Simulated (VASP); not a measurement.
# MnO (R-3m) in VASP: single point with LDA

Aim: the single point of MnO with LDA.

Program: VASP 6.6.1. These are calculated values, not measurements. Logs are shortened: lines on timing, memory, paths and dates and some standing lists are left out, and cuts for length are marked.

### 1 The cell of the first run

The structure is trigonal, space group R-3m (No. 166). Conventional cell: a = 3.109 Å, b = 3.109 Å, c = 7.092 Å, α = 90.00°, β = 90.00°, γ = 120.00°. Within 2.8 Å of Mn (site symmetry -3m) lie 6 O at 2.15 Å. Within 2.8 Å of O (site symmetry -3m) lie 6 Mn at 2.15 Å.

### 2 Single point, LDA, collinear spin, antiferromagnetic start

Contents of INCAR:

```
SYSTEM = MnO
PREC = Accurate
ENCUT = 520
EDIFF = 1E-6
ISMEAR = 0
SIGMA = 0.02
LREAL = .False.
LASPH = .True.
NELM = 150
ALGO = Normal
ISIF = 2
LWAVE = .False.
LCHARG = .False.
ISPIN = 2
MAGMOM = 4.23 -4.23 0 0
LORBIT = 11
LMAXMIX = 4
GGA = CA
NBANDS = 31
```

Contents of KPOINTS:

```
Automatic mesh
0
Gamma
  15 15 15
  0 0 0
```

Contents of POSCAR:

```
MnO
1.0
   -1.9969506091     -1.9969506091      4.1953160182
   -4.1953160182     -1.9969506091      1.9969506091
   -1.9969506091     -4.1953160182      1.9969506091
Mn O
2 2
Direct
    0.0000000000      0.0000000000      0.0000000000
    0.5000000000      0.5000000000      0.5000000000
    1.2500000000     -0.7500000000     -0.7500000000
    1.7500000000     -0.2500000000     -0.2500000000
```

Potentials or basis: VASP PAW LDA potentials, release 64 (Mn_pv, O).

The run is started by

```
cat potpaw_LDA.64/Mn_pv/POTCAR potpaw_LDA.64/O/POTCAR > POTCAR
mpirun -np 1 vasp_std > vasp.out
```

OUTCAR:

```text
SYSTEM = MnO
   PREC = Accurate
   ENCUT = 520
   EDIFF = 1E-6
   ISMEAR = 0
   LREAL = .False.
   LASPH = .True.
   NELM = 150
   ISIF = 2
   ISPIN = 2
   LORBIT = 11
   GGA = CA

 ion  position               nearest neighbor table
   1  0.000  0.000  0.000-   4 2.15   4 2.15   3 2.15   3 2.15   4 2.15   3 2.15   2 2.97   2 2.97
                             2 2.97   2 2.97   2 2.97   2 2.97
   2  0.500  0.500  0.500-   3 2.15   3 2.15   4 2.15   4 2.15   3 2.15   4 2.15   1 2.97   1 2.97
                             1 2.97   1 2.97   1 2.97   1 2.97
   3  0.250  0.250  0.250-   1 2.15   1 2.15   2 2.15   2 2.15   1 2.15   2 2.15
   4  0.750  0.750  0.750-   2 2.15   2 2.15   1 2.15   1 2.15   2 2.15   1 2.15

  LATTYP: Found a trigonal (rhomboedric) cell.
 ALAT       =     5.0573016484
 COS(alpha) =     0.8110434082

  Lattice vectors:

 A1 = (  -1.9969506091,  -1.9969506091,   4.1953160182)
 A2 = (  -4.1953160182,  -1.9969506091,   1.9969506091)
 A3 = (  -1.9969506091,  -4.1953160182,   1.9969506091)

Analysis of symmetry for initial positions (statically):
=====================================================================
 Subroutine PRICEL returns following result:

  LATTYP: Found a trigonal (rhomboedric) cell.
 ALAT       =     2.9682453111
 COS(alpha) =     0.4514702550
[... 12 lines left out ...]
 Subroutine GETGRP returns: Found 12 space group operations
 (whereof 12 operations were pure point group operations)
 out of a pool of 12 trial point group operations.

The static configuration has the point symmetry D_3d.

Analysis of symmetry for dynamics (positions and initial velocities):
=====================================================================
 Subroutine PRICEL returns following result:

  LATTYP: Found a trigonal (rhomboedric) cell.
 ALAT       =     2.9682453111
 COS(alpha) =     0.4514702550
[... 12 lines left out ...]
 Subroutine GETGRP returns: Found 12 space group operations
 (whereof 12 operations were pure point group operations)
 out of a pool of 12 trial point group operations.

The dynamic configuration has the point symmetry D_3d.

Analysis of structural, dynamic, and magnetic symmetry:
=====================================================================
 Subroutine PRICEL returns following result:

  LATTYP: Found a trigonal (rhomboedric) cell.
 ALAT       =     2.9682453111
 COS(alpha) =     0.4514702550
[... 12 lines left out ...]
 Subroutine GETGRP returns: Found 12 space group operations
 (whereof 12 operations were pure point group operations)
 out of a pool of 12 trial point group operations.

The overall configuration has the point symmetry D_3d.

 Subroutine INISYM returns: Found 12 space group operations
 (whereof 12 operations are pure point group operations),
 and found     2 'primitive' translations

----------------------------------------------------------------------------------------

                                     Primitive cell

  volume of cell :      19.7885

  direct lattice vectors                    reciprocal lattice vectors
    -2.097658009  0.100707400  2.097658009    -0.233035672  0.221847759  0.233035672
    -2.097658009 -2.097658009 -0.100707400    -0.233035672 -0.233035672 -0.221847759
     0.100707400 -2.097658009  2.097658009     0.221847759 -0.233035672  0.233035672

  length of vectors
     2.968245311  2.968245311  2.968245311     0.397275317  0.397275317  0.397275317

  position of ions in fractional coordinates (direct lattice)
     0.000000000  0.000000000  0.000000000
     0.500000000  0.500000000  0.500000000

  ion indices of the primitive-cell ions
   primitive index   ion index
                 1           1
                 2           3

----------------------------------------------------------------------------------------

 KPOINTS: Automatic mesh

Automatic generation of k-mesh.
 Grid dimensions read from file:
 generate k-points for:   15   15   15

 Generating k-lattice:

  Cartesian coordinates                     Fractional coordinates (reciprocal lattice)
     0.007394925  0.007394925  0.022930637     0.066666667  0.000000000  0.000000000
    -0.022930637  0.007394925 -0.007394925     0.000000000  0.066666667  0.000000000
     0.007394925 -0.022930637 -0.007394925     0.000000000  0.000000000  0.066666667

  Length of vectors
     0.025202856  0.025202856  0.025202856

  Shift w.r.t. Gamma in fractional coordinates (k-lattice)
     0.000000000  0.000000000  0.000000000

 Subroutine IBZKPT returns following result:
 ===========================================

 Found    344 irreducible k-points:

 Following reciprocal coordinates:
            Coordinates               Weight
  0.000000  0.000000  0.000000      1.000000
  0.066667  0.000000  0.000000      6.000000
  0.133333  0.000000  0.000000      6.000000
  0.200000  0.000000  0.000000      6.000000
  0.266667  0.000000  0.000000      6.000000
  0.333333 -0.000000 -0.000000      6.000000
[... 16 lines left out ...]
  0.133333  0.133333  0.000000      6.000000
  0.200000  0.133333  0.000000     12.000000
 [... further k-points ...]
   k-points           NKPTS =    344   k-points in BZ     NKDIM =    344   number of bands    NBANDS=     31
   number of dos      NEDOS =    301   number of ions     NIONS =      4
   total plane-waves  NPLWV =  64000
   dimension x,y,z NGX =    40 NGY =   40 NGZ =   40
   dimension x,y,z NGXF=    80 NGYF=   80 NGZF=   80
   ions per type =               2   2
   NGX,Y,Z   is equivalent  to a cutoff of  13.15, 13.15, 13.15 a.u.
   NGXF,Y,Z  is equivalent  to a cutoff of  26.30, 26.30, 26.30 a.u.
 SYSTEM =  MnO
   PREC   = accura    normal or accurate (medium, high low for compatibility)
   ISTART =      0    job   : 0-new  1-cont  2-samecut
   ICHARG =      2    charge: 1-file 2-atom 10-const
   ISPIN  =      2    spin polarized calculation?
   LNONCOLLINEAR =      F non collinear calculations
   LSORBIT =      F    spin-orbit coupling
   LASPH  =      T    aspherical Exc in radial PAW
   ENCUT  =  520.0 eV  38.22 Ry    6.18 a.u.   9.40  9.40  9.40*2*pi/ulx,y,z
   NELM   =    150;   NELMIN=  2; NELMDL= -5     # of ELM steps
   EDIFF  = 0.1E-05   stopping-criterion for ELM
   LREAL  =      F    real-space projection
   EDIFFG = 0.1E-04   stopping-criterion for IOM
   NSW    =      0    number of steps for IOM
[... 5 lines left out ...]
   TEBEG  =    0.0;   TEEND  =   0.0 temperature during run
   PSTRESS=    0.0 pullay stress
   NELECT =      38.0000    total number of electrons
   NUPDOWN=      -1.0000    fix difference up-down
   EMIN   =  10.00;   EMAX   =-10.00  energy-range for DOS
   EFERMI =   0.00;   METHOD = LEGACY
   ISMEAR =     0;   SIGMA  =   0.02  broadening in eV -4-tet -1-fermi 0-gaus
   EFERMI_NEDOS =   21; number of points for ismear=-14 and -15
   IALGO  =     38    algorithm
   IMIX   =      4    mixing-type and parameters
     AMIX     =   0.40;   BMIX     =  1.00
     AMIX_MAG =   1.60;   BMIX_MAG =  1.00
  volume/ion in A,a.u.               =       9.89        66.77
  Fermi-wavevector in a.u.,A,eV,Ry     =   1.615060  3.052021 35.489690  2.608419
  Thomas-Fermi vector in A             =   2.709869
   LORBIT       =     11    0 simple, 1 ext, 2 COOP (PROOUT), +10 PAW based schemes
   GGA     = CA    functional components
   LHFCALC =     F    Hartree Fock is set to
   AEXX    =    0.0000 exact exchange contribution
   IVDW    =     0    specifies the selected vdW correction
   LEPSILON=     F    determine dielectric tensor
   LRPA    =     F    only Hartree local field effects (RPA)
 spin polarized calculation
 Gauss-broadening in eV      SIGMA  =   0.02
  energy-cutoff  :      520.00
  volume of cell :       39.58
 maximum number of plane-waves:      1083
 NGX is ok and might be reduce to    40
   NGX = 19   NGY = 19   NGZ = 19

 number of electron      38.0000013 magnetization      -0.0000000

 number of electron      38.0000013 magnetization       0.0000000

 Free energy of the ion-electron system (eV)
  ---------------------------------------------------
  ext. energy  EPLUGINS =         0.00000000
  ---------------------------------------------------
  free energy    TOTEN  =       -35.63346910 eV

  energy without entropy =      -35.63346910  energy(sigma->0) =      -35.63346910

 E-fermi :   8.3824     XC(G=0): -12.9745

 val. band max:        8.1620882140   @ k =   0.4667   0.4667   0.4667
 cond. band min:       8.6494456992   @ k =   0.4667  -0.0000  -0.0000
 fundamental gap:      0.4873574852
 Fermi energy:         8.3823590629

 spin component 1

 k-point     1 :       0.0000    0.0000    0.0000
  band No.  band energies     occupation
      1     -41.2494      1.00000
      2     -41.1725      1.00000
      3     -41.1725      1.00000
      4     -37.1356      1.00000
      5     -37.0758      1.00000
      6     -37.0758      1.00000
[... 805 lines left out ...]
     30      21.4829      0.00000
     31      24.3889      0.00000

 [... further k-points ...]

 spin component 2

 k-point     1 :       0.0000    0.0000    0.0000
  band No.  band energies     occupation
      1     -41.2494      1.00000
      2     -41.1725      1.00000
      3     -41.1725      1.00000
      4     -37.1356      1.00000
      5     -37.0758      1.00000
      6     -37.0758      1.00000
[... 805 lines left out ...]
     30      21.4829      0.00000
     31      24.3889      0.00000

 [... further k-points ...]

------------------------ aborting loop because EDIFF is reached ----------------------------------------

  FORCE on cell =-STRESS in cart. coord.  units (eV):
  Direction    XX          YY          ZZ          XY          YZ          ZX
  --------------------------------------------------------------------------------------
  -------------------------------------------------------------------------------------
  Total       -0.0294266     -0.0294266     -0.0294266     -0.0174452      0.0174452      0.0174452
  in kB       -1.1912648     -1.1912648     -1.1912648     -0.7062275      0.7062275      0.7062275
  external PRESSURE =      -1.1912648 kB  Pullay stress =       0.0000000 kB

 VOLUME and BASIS-vectors are now :
 -----------------------------------------------------------------------------
  energy-cutoff  :      520.00
  volume of cell :       39.58
      direct lattice vectors                 reciprocal lattice vectors
    -1.996950609 -1.996950609  4.195316018     0.110923879  0.110923879  0.343959552
    -4.195316018 -1.996950609  1.996950609    -0.343959552  0.110923879 -0.110923879
    -1.996950609 -4.195316018  1.996950609     0.110923879 -0.343959552 -0.110923879

 POSITION                                       TOTAL-FORCE (eV/Angst)
 -----------------------------------------------------------------------------------
      0.00000      0.00000      0.00000        -0.000000     -0.000000      0.000000
     -4.09461     -4.09461      4.09461        -0.000000     -0.000000     -0.000000
     -2.04730     -2.04730      2.04730         0.000000      0.000000      0.000000
     -6.14191     -6.14191      6.14191         0.000000     -0.000000     -0.000000
 -----------------------------------------------------------------------------------
    total drift:                                0.000000      0.000000      0.000000

  FREE ENERGIE OF THE ION-ELECTRON SYSTEM (eV)
  ---------------------------------------------------
  free  energy   TOTEN  =       -35.6334690982 eV

  energy  without entropy=      -35.6334690982  energy(sigma->0) =      -35.63346910

 total charge

# of ion       s       p       d       tot
------------------------------------------
    1        0.226   6.217   5.053  11.496
    2        0.226   6.217   5.053  11.496
    3        1.553   3.430   0.000   4.982
    4        1.553   3.430   0.000   4.982
--------------------------------------------------
tot          3.557  19.293  10.106  32.956

 magnetization (x)

# of ion       s       p       d       tot
------------------------------------------
    1        0.010   0.012   4.096   4.118
    2       -0.010  -0.012  -4.096  -4.118
    3        0.000   0.000   0.000   0.000
    4        0.000   0.000   0.000   0.000
--------------------------------------------------
tot          0.000   0.000   0.000   0.000
```

It took 16 min on 1 thread of Oxide Virtual Turin-like, shared host; peak memory 0.61 GiB.

Results:

```
Free energy                                           : -35.6335 eV
Pressure                                              : -0.1 GPa
Band gap on the k mesh                                : 0.49 eV
Net moment                                            : 0.00 μB per cell
Site moments                                          : Mn +4.12, -4.12; O +0.00 μB
Valence electrons inside the program's atomic spheres : Mn 11.50; O 4.98
```

Stress tensor (GPa, compression positive):
```
-0.12 -0.07  0.07
-0.07 -0.12  0.07
 0.07  0.07 -0.12
```

Levels at points of the mesh, in eV from the valence-band top:
Spin up:
```
           k point  band 17  band 18  band 19  band 20  band 21  band 22
(0.00, 0.00, 0.00)    -1.95    -0.92    -0.92     0.99     1.38     1.38
```
Spin down:
| k point | band 15 | band 16 | band 17 | band 18 | band 19 | band 20 | band 21 | band 22 | band 23 | band 24 |
| --- | --- | --- | --- | --- | --- | --- | --- | --- | --- | --- |
| (0.00, 0.00, 0.00) | -2.39 | -2.39 | -1.95 | -0.92 | -0.92 | 0.99 | 1.38 | 1.38 | 1.66 | 3.33 |

A k mesh can miss the band edges. LDA gaps usually lie below the measured ones, often by a third to a half.
